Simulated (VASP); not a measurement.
Cr, 1 atom in the cell. It takes space group Im-3m (No. 229, cubic). Conventional cell: a = 2.990 Å, b = 2.990 Å, c = 2.990 Å, α = 90.00°, β = 90.00°, γ = 90.00°. Cr (site symmetry m-3m) has 14 Cr at 2.59 to 2.99 Å within 3.4 Å.  This cell differs from its parent crystal: volume scaled by 1.12.

- Program: VASP 6.6.1
- Task: single point
- Functional: BLYP
- Potentials or basis: VASP PAW PBE potentials, release 64 (Cr_pv)
- Cutoff: 520 eV
- k mesh: 25 × 25 × 25
- Occupations: fermi-dirac, width 0.1 eV
- Spin: no spin polarisation
- Dipole correction: no
- Further INCAR settings: ALGO = Normal; EDIFF = 1e-07; NBANDS = 12

Potentials or basis: VASP PAW PBE potentials, release 64 (Cr_pv).

Launch:

```console
$ cat potpaw_PBE.64/Cr_pv/POTCAR > POTCAR
$ mpirun -np 1 vasp_std > vasp.out
```

Hardware: 1 thread of Intel(R) Xeon(R) 6975P-C (Granite Rapids) (shared host).

Task: How long does it take, and how much memory?

Result: It took 25 s on 1 thread of Intel(R) Xeon(R) 6975P-C (Granite Rapids) (shared host), peak memory 0.18 GiB. Counts: scf iterations 13, k points 455.
